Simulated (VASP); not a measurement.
# InAs (Fm-3m) in VASP: single point with r2SCAN

Aim: the single point of InAs with r2SCAN.

Program: VASP 6.6.1. These are calculated values, not measurements. Logs are shortened: lines on timing, memory, paths and dates and some standing lists are left out, and cuts for length are marked.

### 1 The cell of the first run

Symmetry: Fm-3m, No. 225, cubic system. The conventional cell has a = 5.684 Å, b = 5.684 Å, c = 5.684 Å, α = 90.00°, β = 90.00°, γ = 90.00°. Within 3.7 Å of In (site symmetry m-3m) lie 6 As at 2.84 Å. Within 3.7 Å of As (site symmetry m-3m) lie 6 In at 2.84 Å.

### 2 Single point, r2SCAN

Input file POSCAR:

```
InAs
1.0
    0.0000000000      2.8421177638      2.8421177638
    2.8421177638      0.0000000000      2.8421177638
    2.8421177638      2.8421177638      0.0000000000
In As
1 1
Direct
    0.5000000000      0.5000000000      0.5000000000
    0.0000000000      0.0000000000      0.0000000000
```

Input file INCAR.step1:

```
SYSTEM = InAs
  ALGO = Normal
  EDIFF = 1E-4
  ENCUT = 520
  GGA = PE
  ISMEAR = 0
  LASPH = .TRUE.
  LCHARG = .FALSE.
  LREAL = .FALSE.
  LWAVE = .TRUE.
  NBANDS = 16
  NELM = 100
  PREC = Accurate
  SIGMA = 0.1
```

Input file INCAR.step2:

```
SYSTEM = InAs
  ALGO = Normal
  EDIFF = 1E-7
  ENCUT = 520
  ISIF = 2
  ISMEAR = 0
  ISTART = 1
  LASPH = .TRUE.
  LCHARG = .FALSE.
  LMIXTAU = .TRUE.
  LREAL = .FALSE.
  LWAVE = .FALSE.
  METAGGA = R2SCAN
  NBANDS = 16
  NELM = 100
  PREC = Accurate
  SIGMA = 0.1
```

Input file KPOINTS:

```
k-points
0
G
  16 16 16
  0 0 0
```

Potentials or basis: VASP PAW PBE potentials, release 64 (In_d, As).

Launch:

```bash
$ cat potpaw_PBE.64/In_d/POTCAR potpaw_PBE.64/As/POTCAR > POTCAR
$ cp INCAR.step1 INCAR
$ mpirun -np 1 vasp_std > vasp.out
$ cp INCAR.step2 INCAR
$ mpirun -np 1 vasp_std > vasp.out
```

OUTCAR:

```text
SYSTEM = InAs
   EDIFF = 1E-7
   ENCUT = 520
   ISIF = 2
   ISMEAR = 0
   ISTART = 1
   LASPH = .TRUE.
   LREAL = .FALSE.
   METAGGA = R2SCAN
   NELM = 100
   PREC = Accurate

 ion  position               nearest neighbor table
   1  0.500  0.500  0.500-   2 2.84   2 2.84   2 2.84   2 2.84   2 2.84   2 2.84
   2  0.000  0.000  0.000-   1 2.84   1 2.84   1 2.84   1 2.84   1 2.84   1 2.84

  LATTYP: Found a face centered cubic cell.
 ALAT       =     5.6842355276

  Lattice vectors:

 A1 = (   0.0000000000,   2.8421177638,   2.8421177638)
 A2 = (   2.8421177638,   0.0000000000,   2.8421177638)
 A3 = (   2.8421177638,   2.8421177638,   0.0000000000)

Analysis of symmetry for initial positions (statically):
=====================================================================
 Subroutine PRICEL returns:
 Original cell was already a primitive cell.

 Routine SETGRP: Setting up the symmetry group for a
 face centered cubic supercell.

 Subroutine GETGRP returns: Found 48 space group operations
 (whereof 48 operations were pure point group operations)
 out of a pool of 48 trial point group operations.

The static configuration has the point symmetry O_h .

Analysis of symmetry for dynamics (positions and initial velocities):
=====================================================================
 Subroutine PRICEL returns:
 Original cell was already a primitive cell.

 Routine SETGRP: Setting up the symmetry group for a
 face centered cubic supercell.

 Subroutine GETGRP returns: Found 48 space group operations
 (whereof 48 operations were pure point group operations)
 out of a pool of 48 trial point group operations.

The dynamic configuration has the point symmetry O_h .

 Subroutine INISYM returns: Found 48 space group operations
 (whereof 48 operations are pure point group operations),
 and found     1 'primitive' translations

----------------------------------------------------------------------------------------

                                     Primitive cell

  volume of cell :      45.9152

  direct lattice vectors                    reciprocal lattice vectors
     0.000000000  2.842117764  2.842117764    -0.175925152  0.175925152  0.175925152
     2.842117764  0.000000000  2.842117764     0.175925152 -0.175925152  0.175925152
     2.842117764  2.842117764  0.000000000     0.175925152  0.175925152 -0.175925152

  length of vectors
     4.019361487  4.019361487  4.019361487     0.304711302  0.304711302  0.304711302

  position of ions in fractional coordinates (direct lattice)
     0.500000000  0.500000000  0.500000000
     0.000000000  0.000000000  0.000000000

  ion indices of the primitive-cell ions
   primitive index   ion index
                 1           1
                 2           2

----------------------------------------------------------------------------------------

 KPOINTS: k-points

Automatic generation of k-mesh.
 Grid dimensions read from file:
 generate k-points for:   16   16   16

 Generating k-lattice:

  Cartesian coordinates                     Fractional coordinates (reciprocal lattice)
    -0.010995322  0.010995322  0.010995322     0.062500000  0.000000000  0.000000000
     0.010995322 -0.010995322  0.010995322     0.000000000  0.062500000  0.000000000
     0.010995322  0.010995322 -0.010995322     0.000000000  0.000000000  0.062500000

  Length of vectors
     0.019044456  0.019044456  0.019044456

  Shift w.r.t. Gamma in fractional coordinates (k-lattice)
     0.000000000  0.000000000  0.000000000

 Subroutine IBZKPT returns following result:
 ===========================================

 Found    145 irreducible k-points:

 Following reciprocal coordinates:
            Coordinates               Weight
  0.000000  0.000000  0.000000      1.000000
  0.062500  0.000000  0.000000      8.000000
  0.125000  0.000000  0.000000      8.000000
  0.187500  0.000000  0.000000      8.000000
  0.250000  0.000000  0.000000      8.000000
  0.312500  0.000000  0.000000      8.000000
[... 16 lines left out ...]
 -0.125000  0.062500  0.000000     24.000000
 -0.062500  0.062500  0.000000     12.000000
 [... further k-points ...]
   k-points           NKPTS =    145   k-points in BZ     NKDIM =    145   number of bands    NBANDS=     16
   number of dos      NEDOS =    301   number of ions     NIONS =      2
   total plane-waves  NPLWV =  27000
   dimension x,y,z NGX =    30 NGY =   30 NGZ =   30
   dimension x,y,z NGXF=    60 NGYF=   60 NGZF=   60
   ions per type =               1   1
   NGX,Y,Z   is equivalent  to a cutoff of  12.41, 12.41, 12.41 a.u.
   NGXF,Y,Z  is equivalent  to a cutoff of  24.82, 24.82, 24.82 a.u.
 SYSTEM =  InAs
   PREC   = accura    normal or accurate (medium, high low for compatibility)
   ISTART =      1    job   : 0-new  1-cont  2-samecut
   ICHARG =      0    charge: 1-file 2-atom 10-const
   ISPIN  =      1    spin polarized calculation?
   LNONCOLLINEAR =      F non collinear calculations
   LSORBIT =      F    spin-orbit coupling
   LASPH  =      T    aspherical Exc in radial PAW
   ENCUT  =  520.0 eV  38.22 Ry    6.18 a.u.   7.47  7.47  7.47*2*pi/ulx,y,z
   NELM   =    100;   NELMIN=  2; NELMDL=  0     # of ELM steps
   EDIFF  = 0.1E-06   stopping-criterion for ELM
   LREAL  =      F    real-space projection
   EDIFFG = 0.1E-05   stopping-criterion for IOM
   NSW    =      0    number of steps for IOM
   IBRION =     -1    ionic relax: 0-MD 1-quasi-New 2-CG
   NFREE  =      0    steps in history (QN), initial steepest desc. (CG)
   ISIF   =      2    stress and relaxation
   ISYM   =      2    0-nonsym 1-usesym 2-fastsym
   POTIM  = 0.5000    time-step for ionic-motion
   TEBEG  =    0.0;   TEEND  =   0.0 temperature during run
   PSTRESS=    0.0 pullay stress
   NELECT =      18.0000    total number of electrons
   NUPDOWN=      -1.0000    fix difference up-down
   EMIN   =  10.00;   EMAX   =-10.00  energy-range for DOS
   EFERMI =   0.00;   METHOD = LEGACY
   ISMEAR =     0;   SIGMA  =   0.10  broadening in eV -4-tet -1-fermi 0-gaus
   EFERMI_NEDOS =   21; number of points for ismear=-14 and -15
   IALGO  =     38    algorithm
   IMIX   =      4    mixing-type and parameters
     AMIX     =   0.40;   BMIX     =  1.00
     AMIX_MAG =   1.60;   BMIX_MAG =  1.00
  volume/ion in A,a.u.               =      22.96       154.93
  Fermi-wavevector in a.u.,A,eV,Ry     =   1.198157  2.264188 19.532243  1.435579
  Thomas-Fermi vector in A             =   2.334053
   LORBIT       =      0    0 simple, 1 ext, 2 COOP (PROOUT), +10 PAW based schemes
   METAGGA = R2SCAN    functional components
   LHFCALC =     F    Hartree Fock is set to
   AEXX    =    0.0000 exact exchange contribution
   IVDW    =     0    specifies the selected vdW correction
   LEPSILON=     F    determine dielectric tensor
   LRPA    =     F    only Hartree local field effects (RPA)
 non-spin polarized calculation
 Gauss-broadening in eV      SIGMA  =   0.10
  energy-cutoff  :      520.00
  volume of cell :       45.92
 maximum number of plane-waves:      1259
 NGX is ok and might be reduce to    30
   NGX = 15   NGY = 15   NGZ = 15

 number of electron      17.9999990 magnetization

 Free energy of the ion-electron system (eV)
  ---------------------------------------------------
  ext. energy  EPLUGINS =         0.00000000
  ---------------------------------------------------
  free energy    TOTEN  =       -37.57765153 eV

  energy without entropy =      -37.57040775  energy(sigma->0) =      -37.57402964

 E-fermi :   6.1673     XC(G=0): -10.8525

 val. band max:        6.1636337552   @ k =  -0.1250   0.0625   0.0000
 cond. band min:       6.1712171790   @ k =   0.3125   0.1250   0.0625
 fundamental gap:      0.0075834238
 Fermi energy:         6.1673476542

 k-point     1 :       0.0000    0.0000    0.0000
  band No.  band energies     occupation
      1      -8.7651      2.00000
      2      -8.7651      2.00000
      3      -8.7296      2.00000
      4      -8.7296      2.00000
      5      -8.7296      2.00000
      6      -6.6570      2.00000
[... 8 lines left out ...]
     15      14.4158      0.00000
     16      14.4158      0.00000

 k-point     2 :       0.0625    0.0000    0.0000
  band No.  band energies     occupation
      1      -8.7669      2.00000
      2      -8.7669      2.00000
      3      -8.7297      2.00000
      4      -8.7278      2.00000
      5      -8.7278      2.00000
      6      -6.6107      2.00000
[... 8 lines left out ...]
     15      14.2387      0.00000
     16      14.4998      0.00000

 k-point     3 :       0.1250    0.0000    0.0000
  band No.  band energies     occupation
      1      -8.7726      2.00000
      2      -8.7726      2.00000
      3      -8.7300      2.00000
      4      -8.7221      2.00000
      5      -8.7221      2.00000
      6      -6.4730      2.00000
[... 8 lines left out ...]
     15      14.4167      0.00000
     16      14.4167      0.00000

 k-point     4 :       0.1875    0.0000    0.0000
  band No.  band energies     occupation
      1      -8.7821      2.00000
      2      -8.7821      2.00000
      3      -8.7308      2.00000
      4      -8.7125      2.00000
      5      -8.7125      2.00000
      6      -6.2489      2.00000
[... 8 lines left out ...]
     15      14.8705      0.00000
     16      14.8706      0.00000

 k-point     5 :       0.2500    0.0000    0.0000
  band No.  band energies     occupation
      1      -8.7939      2.00000
      2      -8.7939      2.00000
      3      -8.7322      2.00000
      4      -8.7006      2.00000
      5      -8.7006      2.00000
      6      -5.9492      2.00000
[... 8 lines left out ...]
     15      15.5065      0.00000
     16      15.5065      0.00000

 k-point     6 :       0.3125    0.0000    0.0000
  band No.  band energies     occupation
      1      -8.8060      2.00000
      2      -8.8060      2.00000
      3      -8.7340      2.00000
      4      -8.6883      2.00000
      5      -8.6883      2.00000
      6      -5.5951      2.00000
[... 8 lines left out ...]
     15      16.2961      0.00000
     16      16.2961      0.00000

 k-point     7 :       0.3750    0.0000    0.0000
  band No.  band energies     occupation
      1      -8.8163      2.00000
      2      -8.8163      2.00000
      3      -8.7358      2.00000
      4      -8.6778      2.00000
      5      -8.6778      2.00000
      6      -5.2286      2.00000
[... 8 lines left out ...]
     15      17.2075      0.00000
     16      17.2075      0.00000

 k-point     8 :       0.4375    0.0000    0.0000
  band No.  band energies     occupation
      1      -8.8232      2.00000
      2      -8.8232      2.00000
      3      -8.7370      2.00000
      4      -8.6707      2.00000
      5      -8.6707      2.00000
      6      -4.9278      2.00000
[... 8 lines left out ...]
     15      18.1591      0.00000
     16      18.1591      0.00000

 k-point     9 :       0.5000    0.0000    0.0000
  band No.  band energies     occupation
      1      -8.8256      2.00000
      2      -8.8256      2.00000
      3      -8.7375      2.00000
      4      -8.6682      2.00000
      5      -8.6682      2.00000
      6      -4.8059      2.00000
[... 8 lines left out ...]
     15      18.7281      0.00000
     16      18.7281      0.00000
[... 172 lines left out ...]
 k-point    19 :      -0.3750    0.0625    0.0000
  band No.  band energies     occupation
      1      -8.8232      2.00000
      2      -8.8206      2.00000
      3      -8.7344      2.00000
      4      -8.6772      2.00000
      5      -8.6750      2.00000
      6      -5.0707      2.00000
[... 8 lines left out ...]
     15      16.9950      0.00000
     16      18.5523      0.00000

 k-point    20 :      -0.3125    0.0625    0.0000
  band No.  band energies     occupation
      1      -8.8136      2.00000
      2      -8.8112      2.00000
      3      -8.7332      2.00000
      4      -8.6876      2.00000
      5      -8.6827      2.00000
      6      -5.4263      2.00000
[... 8 lines left out ...]
     15      16.0683      0.00000
     16      17.5870      0.00000

 k-point    21 :      -0.2500    0.0625    0.0000
  band No.  band energies     occupation
      1      -8.8036      2.00000
      2      -8.7974      2.00000
      3      -8.7320      2.00000
      4      -8.6996      2.00000
      5      -8.6931      2.00000
      6      -5.7911      2.00000
[... 8 lines left out ...]
     15      15.2779      0.00000
     16      16.6768      0.00000

 k-point    22 :      -0.1875    0.0625    0.0000
  band No.  band energies     occupation
      1      -8.7923      2.00000
      2      -8.7840      2.00000
      3      -8.7312      2.00000
      4      -8.7111      2.00000
      5      -8.7046      2.00000
      6      -6.1131      2.00000
[... 8 lines left out ...]
     15      14.6851      0.00000
     16      15.8873      0.00000

 k-point    23 :      -0.1250    0.0625    0.0000
  band No.  band energies     occupation
      1      -8.7816      2.00000
      2      -8.7733      2.00000
      3      -8.7307      2.00000
      4      -8.7203      2.00000
      5      -8.7151      2.00000
      6      -6.3652      2.00000
[... 8 lines left out ...]
     15      14.8206      0.00000
     16      15.2412      0.00000

 k-point    24 :      -0.0625    0.0625    0.0000
  band No.  band energies     occupation
      1      -8.7729      2.00000
      2      -8.7673      2.00000
      3      -8.7303      2.00000
      4      -8.7258      2.00000
      5      -8.7232      2.00000
      6      -6.5333      2.00000
[... 8 lines left out ...]
     15      14.7322      0.00000
     16      14.8191      0.00000

 [... further k-points ...]

------------------------ aborting loop because EDIFF is reached ----------------------------------------

  FORCE on cell =-STRESS in cart. coord.  units (eV):
  Direction    XX          YY          ZZ          XY          YZ          ZX
  --------------------------------------------------------------------------------------
  -------------------------------------------------------------------------------------
  Total        0.0234308      0.0234308      0.0234308     -0.0000000     -0.0000000      0.0000000
  in kB        0.8175994      0.8175994      0.8175994     -0.0000000     -0.0000000      0.0000000
  external PRESSURE =       0.8175994 kB  Pullay stress =       0.0000000 kB

 VOLUME and BASIS-vectors are now :
 -----------------------------------------------------------------------------
  energy-cutoff  :      520.00
  volume of cell :       45.92
      direct lattice vectors                 reciprocal lattice vectors
     0.000000000  2.842117764  2.842117764    -0.175925152  0.175925152  0.175925152
     2.842117764  0.000000000  2.842117764     0.175925152 -0.175925152  0.175925152
     2.842117764  2.842117764  0.000000000     0.175925152  0.175925152 -0.175925152

 POSITION                                       TOTAL-FORCE (eV/Angst)
 -----------------------------------------------------------------------------------
      2.84212      2.84212      2.84212         0.000000      0.000000      0.000000
      0.00000      0.00000      0.00000        -0.000000     -0.000000     -0.000000
 -----------------------------------------------------------------------------------
    total drift:                                0.000000      0.000000      0.000000

  FREE ENERGIE OF THE ION-ELECTRON SYSTEM (eV)
  ---------------------------------------------------
  free  energy   TOTEN  =       -37.5776515264 eV

  energy  without entropy=      -37.5704077495  energy(sigma->0) =      -37.57402964
```

Wall time 3.8 min (1 thread of Intel Xeon 6975P-C (Granite Rapids), shared host); peak memory 0.25 GiB.

What came out:

* Free energy: -37.5777 eV
* Pressure: 0.1 GPa
* Band gap on the k mesh: zero (bands 9 and 10 overlap by 2.81 eV)

Caveat: the PAW data sets were made with another functional, which shifts forces and pressure a little; spin-orbit coupling is left out, which moves the levels of the heavy elements.
